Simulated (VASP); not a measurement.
# Ge6S: single point with PBE

The system is Ge6S, a slab with vacuum.

```xyz
7
Lattice="4.0741 0.0000 0.0000 0.0000 5.7616 0.0000 0.0000 0.0000 19.5242" Properties=species:S:1:pos:R:3 pbc="T T T"
Ge    2.0370    0.0000    4.0000
Ge    0.0000    1.4404    4.0000
Ge    0.0000    2.8838    6.0280
Ge    2.0370    4.3182    6.0280
Ge    2.0370    0.0399    8.0242
Ge    0.0000    1.4005    8.0242
S     4.0741    2.9207    9.5403
```

```yaml
Program: VASP 6.6.1
Task: single point
Functional: PBE
Potentials_or_basis: VASP PAW PBE potentials, release 64 (Ge_d, S)
Cutoff: 520 eV
k_mesh: 7 × 5 × 1
Occupations: gaussian, width 0.1 eV
Spin: no spin polarisation
Dipole_correction: yes
Further_INCAR_settings: ALGO = Normal; EDIFF = 1e-06; NBANDS = 54
```

| Property | Result |
| --- | --- |
| Largest force | 1.099 eV/Å |
| Band gap on the k mesh | zero (band 45 reaches -1.80 eV, above the bottom of band 46 at -2.07 eV) |

Forces in eV/Å, atoms in the order of the input:
```
Ge   0.000  0.363  0.149
Ge   0.000 -0.145 -0.209
Ge   0.000  0.030 -0.569
Ge   0.000  0.116  0.209
Ge   0.000 -1.075 -0.229
Ge   0.000  0.543  0.691
S    0.000  0.167 -0.041
```

Levels at points of the mesh, in eV from the Fermi level:
| k point | band 41 | band 42 | band 43 | band 44 | band 45 | band 46 | band 47 | band 48 | band 49 | band 50 |
| --- | --- | --- | --- | --- | --- | --- | --- | --- | --- | --- |
| (0.00, 0.00, 0.00) | -1.39 | -1.18 | -0.75 | -0.25 | 0.08 | 0.35 | 1.43 | 1.53 | 1.91 | 2.33 |

Run time: 6.7 min on 1 thread of Intel(R) Xeon(R) 6975P-C (Granite Rapids), on a shared host, peak memory 0.62 GiB.
